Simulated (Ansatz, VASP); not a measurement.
Sb in VASP and in Ansatz

The input POSCAR:

```
Sb
1.0
    0.0000000000      2.3712425216      2.3712425216
    2.3712425216      0.0000000000      2.3712425216
    2.3712425216      2.3712425216      0.0000000000
Sb
1
Direct
    0.0000000000      0.0000000000      0.0000000000
```

INCAR.step1

```
SYSTEM = Sb
  PREC = Accurate
  ENCUT = 520
  EDIFF = 1E-5
  ISMEAR = -1
  SIGMA = 0.05
  LREAL = .FALSE.
  LASPH = .TRUE.
  NELM = 100
  ALGO = Normal
  ISIF = 2
  LWAVE = .TRUE.
  NBANDS = 8
  GGA = PE
```

The input INCAR.step2:

```
SYSTEM = Sb
  PREC = Accurate
  ENCUT = 520
  EDIFF = 1E-7
  ISMEAR = -1
  SIGMA = 0.05
  LREAL = .FALSE.
  LASPH = .TRUE.
  NELM = 100
  ALGO = Normal
  ISIF = 2
  LWAVE = .FALSE.
  LCHARG = .TRUE.
  METAGGA = R2SCAN
  LHFCALC = .TRUE.
  AEXX = 0.1
  LMIXTAU = .TRUE.
  PRECFOCK = Normal
  LELF = .TRUE.
  LVHAR = .TRUE.
  NBANDS = 8
  ISTART = 1
```

Contents of KPOINTS:

```
Automatic mesh
0
G
  5 5 5
  0 0 0
```

The input input:

```
crystal:
  lattice:
    - [0.0, 2.3712425216, 2.3712425216]
    - [2.3712425216, 0.0, 2.3712425216]
    - [2.3712425216, 2.3712425216, 0.0]
  atoms:
    - { symbol: Sb, position: [0.0, 0.0, 0.0] }
hamiltonian:
  xc: r2scanh
  pseudopotentials: { kind: paw }
kpoints:
  mp_grid: { grid: [5, 5, 5] }
scf:
  occupations: { method: fermi_dirac, width: 0.05 }
output:
  forces: true
  stress: true
  eigenvalues: true
```

Alike in both runs: task single point; functional r2SCANh; k mesh 5 × 5 × 5; occupations fermi-dirac, width 0.05 eV; no spin polarisation.

|  | VASP | Ansatz |
| --- | --- | --- |
| version | VASP 6.6.1 | Ansatz 0.2.0 |
| potentials or method | VASP PAW PBE potentials, release 64 (Sb) | Ansatz PAW |
| plane-wave cutoff (eV) | 520 | 500 |
| valence electrons in the cell | 5 | 15 |

Ansatz gave:

| Property | Result |
| --- | --- |
| gap on the k mesh at the Fermi level (eV) | none |
| pressure (GPa) | 0.7 |

Problem. Estimate VASP's values.

Solution. gap on the k mesh at the Fermi level (eV): none; pressure (GPa): 0.2.

VASP's potentials were made for PBE, not for r2SCANh. A gap of «none» marks a metal or a gap that the smearing closes. With one functional, cell and mesh, what is left measures potentials, basis and numerics. VASP's potentials hold 5 valence electrons a cell and Ansatz's 15, so a difference there can come from the potentials and not from the codes.

The k mesh is coarse, so the values compare programs but aren't converged. Neither program's run includes spin-orbit coupling.
